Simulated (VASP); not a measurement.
Wanted: the native input for a VASP 6.6.1 run.

- Task: single point
- Functional: r2SCAN
- Potentials or basis: VASP PAW PBE potentials, release 64 (Au)
- Cutoff: 520 eV
- k mesh: 16 × 16 × 16
- Occupations: gaussian, width 0.1 eV
- Spin: no spin polarisation
- Dipole correction: no
- Further INCAR settings: ALGO = Normal; EDIFF = 1e-07; NBANDS = 18

Au:

```
CELL_PARAMETERS angstrom
0.00000 3.03776 3.03776
3.03776 0.00000 3.03776
3.03776 3.03776 0.00000
ATOMIC_POSITIONS crystal
Au 0.00000 0.00000 0.00000
Au 0.25000 0.25000 0.25000
```

This isn't the form of Au at room conditions, which is fcc.

The input as run:

POSCAR

```
Au
1.0
    0.0000000000      3.0377622110      3.0377622110
    3.0377622110      0.0000000000      3.0377622110
    3.0377622110      3.0377622110      0.0000000000
Au
2
Direct
    0.0000000000      0.0000000000      0.0000000000
    0.2500000000      0.2500000000      0.2500000000
```

INCAR.step1

```
  ALGO = Normal
  EDIFF = 1E-4
  ENCUT = 520
  GGA = PE
  ISMEAR = 0
  LASPH = True
  LCHARG = False
  LREAL = False
  LWAVE = True
  NBANDS = 18
  NELM = 80
  PREC = Accurate
  SIGMA = 0.1
```

INCAR.step2

```
  ALGO = Normal
  EDIFF = 1E-7
  ENCUT = 520
  ISIF = 2
  ISMEAR = 0
  ISTART = 1
  LASPH = True
  LCHARG = False
  LMIXTAU = True
  LREAL = False
  LWAVE = False
  METAGGA = R2SCAN
  NBANDS = 18
  NELM = 80
  PREC = Accurate
  SIGMA = 0.1
```

KPOINTS

```
k-points
0
Gamma
  16 16 16
```

Potentials or basis: VASP PAW PBE potentials, release 64 (Au).

Command:

```sh
$ cat potpaw_PBE.64/Au/POTCAR > POTCAR
$ cp INCAR.step1 INCAR
$ mpirun -np 1 vasp_std > vasp.out
$ cp INCAR.step2 INCAR
$ mpirun -np 1 vasp_std > vasp.out
```

It gave:

```
Pressure               : 0.1 GPa
Band gap on the k mesh : zero (bands 11 and 12 overlap by 0.70 eV)
```

Caveat: the PAW data sets were made with another functional, which shifts forces and pressure a little; spin-orbit coupling is left out, which moves the levels of the heavy elements.

Wall time 5.3 min on 1 thread of Intel(R) Xeon(R) Platinum 8259CL CPU @ 2.50GHz (Skylake/Cascade Lake), with other jobs on the host, peak memory 0.27 GiB.
